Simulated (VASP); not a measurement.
# Rh (Fm-3m) in VASP: notebook

The runs below take Rh through single point, with r2SCAN.

Program: VASP 6.6.1. These are calculated values, not measurements. Logs are shortened: lines on timing, memory, paths and dates and some standing lists are left out, and cuts for length are marked.

## (1) The cell of the first run

It takes space group Fm-3m (No. 225, cubic). The conventional cell has a = 3.802 Å, b = 3.802 Å, c = 3.802 Å, α = 90.00°, β = 90.00°, γ = 90.00°. Rh (site symmetry m-3m) has 12 Rh at 2.69 Å within 3.5 Å.

## (2) Single point, r2SCAN

File POSCAR:

```
Rh
1.0
    0.0000000000      1.9008071574      1.9008071574
    1.9008071574      0.0000000000      1.9008071574
    1.9008071574      1.9008071574      0.0000000000
Rh
1
Direct
    0.0000000000      0.0000000000      0.0000000000
```

File INCAR.step1:

```
PREC     = Accurate       # precision mode
ENCUT    = 520            # plane-wave cutoff, eV
ISMEAR   = -1             # smearing method
SIGMA    = 0.1            # smearing width, eV
LREAL    = F              # projectors in reciprocal space
LASPH    = T              # aspherical terms in the spheres
NELM     = 60             # most SCF steps
NBANDS   = 14             # bands
GGA      = PE             # functional
ALGO     = Normal         # electronic algorithm
EDIFF    = 1E-4           # SCF threshold, eV
LWAVE    = T              # write WAVECAR
LCHARG   = F              # write CHGCAR
```

File INCAR.step2:

```
PREC     = Accurate       # precision mode
ENCUT    = 520            # plane-wave cutoff, eV
EDIFF    = 1E-6           # SCF threshold, eV
ISMEAR   = -1             # smearing method
SIGMA    = 0.1            # smearing width, eV
LREAL    = F              # projectors in reciprocal space
LASPH    = T              # aspherical terms in the spheres
NELM     = 60             # most SCF steps
ALGO     = Normal         # electronic algorithm
ISIF     = 2              # what is computed and relaxed
LWAVE    = F              # write WAVECAR
LCHARG   = F              # write CHGCAR
METAGGA  = R2SCAN         # meta-GGA
LMIXTAU  = T            
NBANDS   = 14             # bands
ISTART   = 1
```

File KPOINTS:

```
regular mesh
0
Gamma
  4 4 4
```

Potentials or basis: VASP PAW PBE potentials, release 64 (Rh_pv).

Command:

```
cat potpaw_PBE.64/Rh_pv/POTCAR > POTCAR
cp INCAR.step1 INCAR
mpirun -np 1 vasp_std > vasp.out
cp INCAR.step2 INCAR
mpirun -np 1 vasp_std > vasp.out
```

OUTCAR:

```text
PREC = Accurate
   ENCUT = 520
   EDIFF = 1E-6
   ISMEAR = -1
   LREAL = F
   LASPH = T
   NELM = 60
   ISIF = 2
   METAGGA = R2SCAN
   ISTART = 1

 ion  position               nearest neighbor table
   1  0.000  0.000  0.000-

  LATTYP: Found a face centered cubic cell.
 ALAT       =     3.8016143148

  Lattice vectors:

 A1 = (   0.0000000000,   1.9008071574,   1.9008071574)
 A2 = (   1.9008071574,   0.0000000000,   1.9008071574)
 A3 = (   1.9008071574,   1.9008071574,   0.0000000000)

Analysis of symmetry for initial positions (statically):
=====================================================================
 Subroutine PRICEL returns:
 Original cell was already a primitive cell.

 Routine SETGRP: Setting up the symmetry group for a
 face centered cubic supercell.

 Subroutine GETGRP returns: Found 48 space group operations
 (whereof 48 operations were pure point group operations)
 out of a pool of 48 trial point group operations.

The static configuration has the point symmetry O_h .

Analysis of symmetry for dynamics (positions and initial velocities):
=====================================================================
 Subroutine PRICEL returns:
 Original cell was already a primitive cell.

 Routine SETGRP: Setting up the symmetry group for a
 face centered cubic supercell.

 Subroutine GETGRP returns: Found 48 space group operations
 (whereof 48 operations were pure point group operations)
 out of a pool of 48 trial point group operations.

The dynamic configuration has the point symmetry O_h .

 Subroutine INISYM returns: Found 48 space group operations
 (whereof 48 operations are pure point group operations),
 and found     1 'primitive' translations

----------------------------------------------------------------------------------------

                                     Primitive cell

  volume of cell :      13.7355

  direct lattice vectors                    reciprocal lattice vectors
     0.000000000  1.900807157  1.900807157    -0.263046148  0.263046148  0.263046148
     1.900807157  0.000000000  1.900807157     0.263046148 -0.263046148  0.263046148
     1.900807157  1.900807157  0.000000000     0.263046148  0.263046148 -0.263046148

  length of vectors
     2.688147261  2.688147261  2.688147261     0.455609292  0.455609292  0.455609292

  position of ions in fractional coordinates (direct lattice)
     0.000000000  0.000000000  0.000000000
[... 64 lines left out ...]
   NFREE  =      0    steps in history (QN), initial steepest desc. (CG)
   ISIF   =      2    stress and relaxation
   ISYM   =      2    0-nonsym 1-usesym 2-fastsym
   POTIM  = 0.5000    time-step for ionic-motion
   TEBEG  =    0.0;   TEEND  =   0.0 temperature during run
   PSTRESS=    0.0 pullay stress
   NELECT =      15.0000    total number of electrons
   NUPDOWN=      -1.0000    fix difference up-down
   EMIN   =  10.00;   EMAX   =-10.00  energy-range for DOS
   EFERMI =   0.00;   METHOD = LEGACY
   ISMEAR =    -1;   SIGMA  =   0.10  broadening in eV -4-tet -1-fermi 0-gaus
   EFERMI_NEDOS =   21; number of points for ismear=-14 and -15
   IALGO  =     38    algorithm
   IMIX   =      4    mixing-type and parameters
     AMIX     =   0.40;   BMIX     =  1.00
     AMIX_MAG =   1.60;   BMIX_MAG =  1.00
  volume/ion in A,a.u.               =      13.74        92.69
  Fermi-wavevector in a.u.,A,eV,Ry     =   1.685869  3.185831 38.669863  2.842155
  Thomas-Fermi vector in A             =   2.768636
   LORBIT       =      0    0 simple, 1 ext, 2 COOP (PROOUT), +10 PAW based schemes
   METAGGA = R2SCAN    functional components
   LHFCALC =     F    Hartree Fock is set to
   AEXX    =    0.0000 exact exchange contribution
   IVDW    =     0    specifies the selected vdW correction
   LEPSILON=     F    determine dielectric tensor
   LRPA    =     F    only Hartree local field effects (RPA)
 non-spin polarized calculation
  energy-cutoff  :      520.00
  volume of cell :       13.74
 maximum number of plane-waves:       380
   NGX =  9   NGY =  9   NGZ =  9

 number of electron      15.0000007 magnetization

 Free energy of the ion-electron system (eV)
  ---------------------------------------------------
  ext. energy  EPLUGINS =         0.00000000
  ---------------------------------------------------
  free energy    TOTEN  =       -24.60207447 eV

  energy without entropy =      -24.59799861  energy(sigma->0) =      -24.60003654

 E-fermi :  11.8659     XC(G=0): -15.1684

 val. band max:       11.4698240397   @ k =   0.2500   0.2500   0.0000
 cond. band min:      12.3131652393   @ k =   0.5000   0.5000   0.0000
 fundamental gap:      0.8433411996
 Fermi energy:        11.8658632779

 k-point     1 :       0.0000    0.0000    0.0000
  band No.  band energies     occupation
      1     -35.9750      2.00000
      2     -35.9750      2.00000
      3     -35.9750      2.00000
      4       3.6046      2.00000
      5       8.6048      2.00000
      6       8.6048      2.00000
      7       8.6048      2.00000
      8      10.7160      1.99998
      9      10.7160      1.99998
     10      28.5303      0.00000
     11      29.2955      0.00000
     12      34.2233      0.00000
     13      34.2233      0.00000
     14      34.2233      0.00000
[... 105 lines left out ...]
      1     -36.4962      2.00000
      2     -36.4962      2.00000
      3     -36.2738      2.00000
      4       6.5947      2.00000
      5       7.8575      2.00000
      6       7.8575      2.00000
      7      10.5088      2.00000
      8      12.8558      0.00010
      9      21.8814      0.00000
     10      21.8814      0.00000
     11      23.6274      0.00000
     12      25.0943      0.00000
     13      29.2955      0.00000
     14      38.7699      0.00000

------------------------ aborting loop because EDIFF is reached ----------------------------------------

  FORCE on cell =-STRESS in cart. coord.  units (eV):
  Direction    XX          YY          ZZ          XY          YZ          ZX
  --------------------------------------------------------------------------------------
  -------------------------------------------------------------------------------------
  Total       -0.5621298     -0.5621298     -0.5621298      0.0000000      0.0000000      0.0000000
  in kB      -65.5696687    -65.5696687    -65.5696687      0.0000000      0.0000000      0.0000000
  external PRESSURE =     -65.5696687 kB  Pullay stress =       0.0000000 kB

 VOLUME and BASIS-vectors are now :
 -----------------------------------------------------------------------------
  energy-cutoff  :      520.00
  volume of cell :       13.74
      direct lattice vectors                 reciprocal lattice vectors
     0.000000000  1.900807157  1.900807157    -0.263046148  0.263046148  0.263046148
     1.900807157  0.000000000  1.900807157     0.263046148 -0.263046148  0.263046148
     1.900807157  1.900807157  0.000000000     0.263046148  0.263046148 -0.263046148

 POSITION                                       TOTAL-FORCE (eV/Angst)
 -----------------------------------------------------------------------------------
      0.00000      0.00000      0.00000         0.000000      0.000000      0.000000
 -----------------------------------------------------------------------------------
    total drift:                                0.000000      0.000000      0.000000

  FREE ENERGIE OF THE ION-ELECTRON SYSTEM (eV)
  ---------------------------------------------------
  free  energy   TOTEN  =       -24.6020744687 eV

  energy  without entropy=      -24.5979986063  energy(sigma->0) =      -24.60003654
```

OSZICAR.step1:

```text
N       E                     dE             d eps       ncg     rms          rms(c)
DAV:   1     0.102613947171E+03    0.10261E+03   -0.87491E+03   232   0.114E+03
DAV:   2    -0.673671313906E+01   -0.10935E+03   -0.10292E+03   254   0.322E+02
DAV:   3    -0.815159489767E+01   -0.14149E+01   -0.14113E+01   272   0.393E+01
DAV:   4    -0.815620671234E+01   -0.46118E-02   -0.46118E-02   260   0.238E+00
DAV:   5    -0.815624728153E+01   -0.40569E-04   -0.40569E-04   266   0.196E-01    0.960E+00
DAV:   6    -0.770446892049E+01    0.45178E+00   -0.80093E-01   230   0.127E+01    0.307E+00
DAV:   7    -0.769570662027E+01    0.87623E-02   -0.66806E-03   266   0.100E+00    0.161E+00
DAV:   8    -0.769270790017E+01    0.29987E-02   -0.12088E-03   236   0.497E-01    0.755E-02
DAV:   9    -0.769269682268E+01    0.11077E-04   -0.39746E-05   148   0.805E-02
   1 F= -.76926968E+01 E0= -.76899260E+01  d E =-.554162E-02
```

Wall time 22 s (1 thread of Intel Xeon Platinum 8259CL at 2.50GHz (Skylake/Cascade Lake), shared host); peak memory 0.12 GiB.

What came out:

* Free energy: -24.6021 eV
* Pressure: -6.6 GPa

Caveat: the k points lie up to 0.72 Å⁻¹ apart; the PAW data sets were made with another functional, which shifts forces and pressure a little.

## (3) Single point, r2SCAN

POSCAR is that of step 2.

File INCAR.step1:

```
SYSTEM = Rh
PREC = Accurate ; ENCUT = 520
ISMEAR = -1 ; SIGMA = 0.1
LREAL = .FALSE. ; LASPH = .TRUE.
NELM = 80 ; NBANDS = 14
GGA = PE ; ALGO = Normal
EDIFF = 1E-4 ; LWAVE = .TRUE.
LCHARG = .FALSE.
```

File INCAR.step2:

```
SYSTEM = Rh
PREC = Accurate ; ENCUT = 520
EDIFF = 1E-6 ; ISMEAR = -1
SIGMA = 0.1 ; LREAL = .FALSE.
LASPH = .TRUE. ; NELM = 80
ALGO = Normal ; ISIF = 2
LWAVE = .FALSE. ; LCHARG = .FALSE.
METAGGA = R2SCAN ; LMIXTAU = .TRUE.
NBANDS = 14 ; ISTART = 1
```

File KPOINTS:

```
regular mesh
0
G
  5 5 5
  0 0 0
```

Potentials or basis: VASP PAW PBE potentials, release 64 (Rh_pv).

Command:

```
cat potpaw_PBE.64/Rh_pv/POTCAR > POTCAR
cp INCAR.step1 INCAR
mpirun -np 1 vasp_std > vasp.out
cp INCAR.step2 INCAR
mpirun -np 1 vasp_std > vasp.out
```

It took 15 s on 1 thread of Intel Xeon Platinum 8259CL at 2.50GHz (Skylake/Cascade Lake), shared host; peak memory 0.12 GiB.

It converged, with:

* Free energy: -24.0301 eV
* Pressure: 4.1 GPa

Levels at points of the mesh, in eV from the Fermi level:
| k point | band 5 | band 6 | band 7 | band 8 | band 9 | band 10 |
| --- | --- | --- | --- | --- | --- | --- |
| (0.00, 0.00, 0.00) | -3.41 | -3.41 | -3.41 | -1.31 | -1.31 | 16.44 |

Caveat: the k points lie up to 0.57 Å⁻¹ apart; the PAW data sets were made with another functional, which shifts forces and pressure a little.

## (4) Single point, r2SCAN

POSCAR is that of step 3.

File INCAR.step1:

```
ALGO = Normal
EDIFF = 1E-4
ENCUT = 520
GGA = PE
ISMEAR = -1
LASPH = T
LCHARG = F
LREAL = F
LWAVE = T
NBANDS = 14
NELM = 80
PREC = Accurate
SIGMA = 0.1
```

File INCAR.step2:

```
ALGO = Normal
EDIFF = 1E-6
ENCUT = 520
ISIF = 2
ISMEAR = -1
ISTART = 1
LASPH = T
LCHARG = T
LELF = T
LMIXTAU = T
LREAL = F
LVHAR = T
LWAVE = F
METAGGA = R2SCAN
NBANDS = 14
NELM = 80
PREC = Accurate
SIGMA = 0.1
```

File KPOINTS:

```
k-points
0
Gamma
  7 7 7
```

Potentials or basis: VASP PAW PBE potentials, release 64 (Rh_pv).

Command:

```
cat potpaw_PBE.64/Rh_pv/POTCAR > POTCAR
cp INCAR.step1 INCAR
mpirun -np 1 vasp_std > vasp.out
cp INCAR.step2 INCAR
mpirun -np 1 vasp_std > vasp.out
```

OUTCAR:

```text
EDIFF = 1E-6
   ENCUT = 520
   ISIF = 2
   ISMEAR = -1
   ISTART = 1
   LASPH = T
   LREAL = F
   METAGGA = R2SCAN
   NELM = 80
   PREC = Accurate

 ion  position               nearest neighbor table
   1  0.000  0.000  0.000-

  LATTYP: Found a face centered cubic cell.
 ALAT       =     3.8016143148

  Lattice vectors:

 A1 = (   0.0000000000,   1.9008071574,   1.9008071574)
 A2 = (   1.9008071574,   0.0000000000,   1.9008071574)
 A3 = (   1.9008071574,   1.9008071574,   0.0000000000)

Analysis of symmetry for initial positions (statically):
=====================================================================
 Subroutine PRICEL returns:
 Original cell was already a primitive cell.

 Routine SETGRP: Setting up the symmetry group for a
 face centered cubic supercell.

 Subroutine GETGRP returns: Found 48 space group operations
 (whereof 48 operations were pure point group operations)
 out of a pool of 48 trial point group operations.

The static configuration has the point symmetry O_h .

[... 160 lines left out ...]
  band No.  band energies     occupation
      1     -36.0253      2.00000
      2     -36.0253      2.00000
      3     -36.0253      2.00000
      4       3.5718      2.00000
      5       8.5829      2.00000
      6       8.5829      2.00000
      7       8.5829      2.00000
      8      10.6825      1.99997
      9      10.6825      1.99997
     10      28.4671      0.00000
     11      29.1711      0.00000
     12      34.2248      0.00000
     13      34.2248      0.00000
     14      34.2248      0.00000
[... 309 lines left out ...]
      1     -36.5763      2.00000
      2     -36.5283      2.00000
      3     -36.2832      2.00000
      4       6.5596      2.00000
      5       7.3135      2.00000
      6       8.4560      2.00000
      7      10.5507      1.99999
      8      12.4698      0.00208
      9      20.6375      0.00000
     10      21.4015      0.00000
     11      24.2652      0.00000
     12      26.9996      0.00000
     13      29.1709      0.00000
     14      36.4310      0.00000

------------------------ aborting loop because EDIFF is reached ----------------------------------------

  FORCE on cell =-STRESS in cart. coord.  units (eV):
  Direction    XX          YY          ZZ          XY          YZ          ZX
  --------------------------------------------------------------------------------------
  -------------------------------------------------------------------------------------
  Total        0.0040951      0.0040951      0.0040951     -0.0000000     -0.0000000     -0.0000000
  in kB        0.4776720      0.4776720      0.4776720     -0.0000000     -0.0000000     -0.0000000
  external PRESSURE =       0.4776720 kB  Pullay stress =       0.0000000 kB

 VOLUME and BASIS-vectors are now :
 -----------------------------------------------------------------------------
  energy-cutoff  :      520.00
  volume of cell :       13.74
      direct lattice vectors                 reciprocal lattice vectors
     0.000000000  1.900807157  1.900807157    -0.263046148  0.263046148  0.263046148
     1.900807157  0.000000000  1.900807157     0.263046148 -0.263046148  0.263046148
     1.900807157  1.900807157  0.000000000     0.263046148  0.263046148 -0.263046148

 POSITION                                       TOTAL-FORCE (eV/Angst)
 -----------------------------------------------------------------------------------
      0.00000      0.00000      0.00000         0.000000      0.000000      0.000000
 -----------------------------------------------------------------------------------
    total drift:                                0.000000      0.000000      0.000000

  FREE ENERGIE OF THE ION-ELECTRON SYSTEM (eV)
  ---------------------------------------------------
  free  energy   TOTEN  =       -24.2182048581 eV

  energy  without entropy=      -24.1891787616  energy(sigma->0) =      -24.20369181
```

OUTCAR.step1:

```text
EDIFF = 1E-4
   ENCUT = 520
   GGA = PE
   ISMEAR = -1
   LASPH = T
   LREAL = F
[... 546 lines left out ...]

 POSITION                                       TOTAL-FORCE (eV/Angst)
 -----------------------------------------------------------------------------------
      0.00000      0.00000      0.00000         0.000000      0.000000      0.000000
 -----------------------------------------------------------------------------------
    total drift:                               -0.000000      0.000000      0.000000

  FREE ENERGIE OF THE ION-ELECTRON SYSTEM (eV)
  ---------------------------------------------------
  free  energy   TOTEN  =        -7.3290951267 eV

  energy  without entropy=       -7.2958388644  energy(sigma->0) =       -7.31246700
```

OSZICAR.step1:

```text
N       E                     dE             d eps       ncg     rms          rms(c)
DAV:   1     0.117509380506E+03    0.11751E+03   -0.85987E+03   566   0.114E+03
DAV:   2    -0.638319922685E+01   -0.12389E+03   -0.11765E+03   626   0.336E+02
DAV:   3    -0.783313419415E+01   -0.14499E+01   -0.14481E+01   668   0.405E+01
DAV:   4    -0.783854101609E+01   -0.54068E-02   -0.54068E-02   632   0.249E+00
DAV:   5    -0.783858894687E+01   -0.47931E-04   -0.47931E-04   674   0.207E-01    0.101E+01
DAV:   6    -0.735062911678E+01    0.48796E+00   -0.78500E-01   596   0.124E+01    0.347E+00
DAV:   7    -0.733253566377E+01    0.18093E-01   -0.20567E-02   644   0.183E+00    0.161E+00
DAV:   8    -0.732975187936E+01    0.27838E-02   -0.84161E-03   572   0.126E+00    0.297E-01
DAV:   9    -0.732909265726E+01    0.65922E-03   -0.12085E-03   596   0.495E-01    0.204E-02
DAV:  10    -0.732909512672E+01   -0.24695E-05   -0.96822E-06   286   0.273E-02
   1 F= -.73290951E+01 E0= -.73124670E+01  d E =-.332563E-01
```

Wall time 21 s (1 thread of Intel Xeon Platinum 8259CL at 2.50GHz (Skylake/Cascade Lake), shared host); peak memory 0.13 GiB.

What came out:

```yaml
Free_energy: -24.2182 eV
Pressure: 0.0 GPa
```

Levels at points of the mesh, in eV from the Fermi level:
```
           k point  band 3  band 4  band 5  band 6  band 7  band 8  band 9  band 10  band 11  band 12
(0.00, 0.00, 0.00)  -47.81   -8.21   -3.20   -3.20   -3.20   -1.10   -1.10    16.68    17.39    22.44
```

Caveat: the k points lie up to 0.41 Å⁻¹ apart; the PAW data sets were made with another functional, which shifts forces and pressure a little.

## (5) Summary

```csv
k mesh,gap on the mesh (eV),pressure (GPa)
4 × 4 × 4,none,-6.6
5 × 5 × 5,none,4.1
7 × 7 × 7,none,0.0
```

Alike in all rows: task single point; level r2SCAN; potentials or basis VASP PAW PBE potentials, release 64 (Rh_pv); no spin polarisation; cell as given; cutoff (eV) 520; smearing fermi-dirac 0.1 eV.

Caveats: all runs use coarse meshes; the PAW data sets were made with another functional, which shifts forces and pressure a little.

Total energies depend on the potentials used, so only differences within one code and one set of settings carry meaning.
